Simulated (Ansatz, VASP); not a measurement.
# One calculation of AlIn2As3, two programs

```
CELL_PARAMETERS angstrom
-2.09500 2.09500 8.88000
2.09500 -2.09500 8.88000
2.09500 2.09500 -8.88000
ATOMIC_POSITIONS crystal
Al 0.00000 0.00000 0.00000
In 0.66670 0.66670 0.00000
In 0.33330 0.33330 0.00000
As 0.41670 0.91670 0.50000
As 0.08330 0.58330 0.50000
As 0.75000 0.25000 0.50000
```

Alike in both runs: task relaxation of cell and atoms; functional PBE; k mesh 5 × 5 × 5; occupations gaussian, width 0.2 eV; no spin polarisation.

```csv
,VASP,Ansatz
version,VASP 6.6.1,Ansatz 0.2.0
potentials or method,"VASP PAW PBE potentials, release 64 (Al, In_d, As), cutoff 500 eV","scalar-relativistic, plane waves, PAW"
valence electrons in the cell,44,74
```

VASP gave:

| Item | Value |
| --- | --- |
| gap on the k mesh at the Fermi level, each at its own relaxed structure (eV) | none |
| relaxed volume (Å³/atom) | 27.50 |
| relaxed length of the cell vector where the two differ most in proportion (Å) | 9.527 |

Q: Which values does Ansatz return?

A: gap on the k mesh at the Fermi level, each at its own relaxed structure (eV): none; relaxed volume (Å³/atom): 27.41; relaxed length of the cell vector where the two differ most in proportion (Å): 9.503.

A gap of «none» marks a metal or a gap that the smearing closes. VASP's potentials hold 44 valence electrons a cell and Ansatz's 74, so a difference there can come from the potentials and not from the codes.

The k mesh is coarse, so the values compare programs but aren't converged.
